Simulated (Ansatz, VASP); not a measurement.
# Hg in VASP and in Ansatz

```xyz
1
Lattice="1.9737 1.1395 2.1327 -1.9737 1.1395 2.1327 0.0000 -2.2791 2.1327" Properties=species:S:1:pos:R:3 pbc="T T T"
Hg    0.0000    0.0000    0.0000
```

Alike in both runs: functional PBE; k mesh 16 × 16 × 16; occupations gaussian, width 0.05 eV; no spin polarisation.

Ansatz relaxed the structure, and its values are those at the end. VASP's run is a single point on that final structure, the one shown.

```csv
,VASP,Ansatz
version,VASP 6.6.1,Ansatz 0.2.0
potentials or method,"VASP PAW PBE potentials, release 64 (Hg), cutoff 520 eV","scalar-relativistic, plane waves, PAW"
valence electrons in the cell,12,20
```

```tsv
	VASP	Ansatz	Ansatz less VASP
gap on the k mesh at the Fermi level (eV)	none	none	-
pressure (GPa)	0.2	0.0	-0.17
```

A gap of «none» marks a metal or a gap that the smearing closes. VASP's potentials hold 12 valence electrons a cell and Ansatz's 20, so a difference there can come from the potentials and not from the codes.

Spin-orbit coupling is off throughout.
